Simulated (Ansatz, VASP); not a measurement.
Ge: VASP beside Ansatz

```
CELL_PARAMETERS angstrom
-1.58668 1.58668 1.84786
1.58668 -1.58668 1.84786
1.58668 1.58668 -1.84786
ATOMIC_POSITIONS crystal
Ge 0.50000 0.50000 0.00000
```

Alike in both runs: task single point; functional HSE06; k mesh 6 × 6 × 6; occupations fermi-dirac, width 0.05 eV; no spin polarisation.

```csv
,VASP,Ansatz
version,VASP 6.6.1,Ansatz 0.2.0
potentials or method,"VASP PAW PBE potentials, release 64 (Ge_d)",Ansatz PAW
plane-wave cutoff (eV),520,420
valence electrons in the cell,14,14
```

|  | VASP | Ansatz | Ansatz less VASP |
| --- | --- | --- | --- |
| gap on the k mesh at the Fermi level (eV) | none | none | - |
| pressure (GPa) | 1.5 | 1.4 | -0.10 |
| traceless stress, the component that is largest in VASP (GPa) | -7.31 | -7.31 | +0.003 |

A gap of «none» marks a metal or a gap that the smearing closes. The functional is the same, so the differences come from potentials, cutoffs and numerics.

The k mesh is coarse, so the values compare programs but aren't converged.
